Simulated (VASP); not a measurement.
Set up this calculation in VASP 6.6.1, as the native input.

| Quantity | Value |
| --- | --- |
| Task | electric field gradients |
| Functional | LDA |
| Potentials or basis | VASP PAW LDA potentials, release 64 (B, N) |
| Cutoff | 520 eV |
| k mesh | 11 × 11 × 11 |
| Occupations | fermi-dirac, width 0.02 eV |
| Spin | no spin polarisation |
| Dipole correction | no |
| Further INCAR settings | ALGO = Normal; EDIFF = 1e-08; NBANDS = 11 |

The structure of BN lies in POSCAR:

```
BN
1.0
    0.0000000000      1.7953687620      1.7953687620
    1.7953687620      0.0000000000      1.7953687620
    1.7953687620      1.7953687620      0.0000000000
B N
1 1
Direct
    0.0000000000      0.0000000000      0.0000000000
    0.7500000000      0.7500000000      0.7500000000
```

This cell differs from its parent crystal: volume scaled by 0.98.

One way to write it, as run:

INCAR

```
PREC = Accurate
ENCUT = 520
EDIFF = 1E-8
ISMEAR = -1
SIGMA = 0.02
LREAL = F
LASPH = T
NELM = 60
ALGO = Normal
ISIF = 2
LWAVE = F
LCHARG = F
GGA = CA
LEFG = T
NBANDS = 11
```

KPOINTS

```
regular mesh
0
Gamma
  11 11 11
```

Potentials or basis: VASP PAW LDA potentials, release 64 (B, N).

Command:

```sh
$ cat potpaw_LDA.64/B/POTCAR potpaw_LDA.64/N/POTCAR > POTCAR
$ mpirun -np 1 vasp_std > vasp.out
```

Results of the run:

The pressure is -2.4 GPa and the band gap on the k mesh is 4.47 eV, indirect (least direct gap 8.78 eV).

Caveat: without QUAD_EFG the Cq values of the log hold for a quadrupole moment of 1 mb, not for the nuclei.

It took 3.3 s on 1 thread of Intel(R) Xeon(R) 6975P-C (Granite Rapids), on a shared host, peak memory 0.11 GiB.
